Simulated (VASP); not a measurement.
Input of a VASP 6.6.1 run:

INCAR

```
SYSTEM = Ge2Sb2Te5
PREC     = Accurate       ! precision mode
ENCUT    = 520            ! plane-wave cutoff, eV
EDIFF    = 1E-6           ! SCF threshold, eV
ISMEAR   = 0              ! smearing method
SIGMA    = 0.01           ! smearing width, eV
LREAL    = .False.        ! projectors in reciprocal space
LASPH    = .True.         ! aspherical terms in the spheres
NELM     = 80             ! most SCF steps
ALGO     = Normal         ! electronic algorithm
ISIF     = 2              ! what is computed and relaxed
LWAVE    = .False.        ! write WAVECAR
LCHARG   = .False.        ! write CHGCAR
NBANDS   = 44             ! bands
```

KPOINTS

```
regular mesh
0
Gamma
  9 9 2
  0 0 0
```

POSCAR

```
Ge2Sb2Te5
1.0
    4.2940644239      0.0000000000      0.0000000000
   -2.1470322120      3.7187688766      0.0000000000
    0.0000000000      0.0000000000     17.1013460000
Ge Sb Te
2 2 5
Direct
    0.3333333333      0.6666666667      0.9012867851
    0.6666666667      0.3333333333      0.0987132149
    0.0000000000      0.0000000000      0.6887937186
    0.0000000000      0.0000000000      0.3112062814
    0.0000000000      0.0000000000      0.0000000000
    0.6666666667      0.3333333333      0.8049314250
    0.3333333333      0.6666666667      0.1950685750
    0.3333333333      0.6666666667      0.5906501846
    0.6666666667      0.3333333333      0.4093498154
```

Potentials or basis: VASP PAW LDA potentials, release 64 (Ge_d, Sb, Te).

Launch:

```console
$ cat potpaw_LDA.64/Ge_d/POTCAR potpaw_LDA.64/Sb/POTCAR potpaw_LDA.64/Te/POTCAR > POTCAR
$ mpirun -np 1 vasp_std > vasp.out
```

What does it give for the largest force?

0.041 eV/Å.

Predict the pressure.

-2.4 GPa.

Forces in eV/Å, atoms in the order of the input:
```
Ge   0.000  0.000 -0.001
Ge   0.000  0.000  0.001
Sb   0.000  0.000  0.037
Sb   0.000  0.000 -0.037
Te   0.000  0.000  0.000
Te   0.000  0.000 -0.005
Te   0.000  0.000  0.005
Te   0.000  0.000 -0.041
Te   0.000  0.000  0.041
```
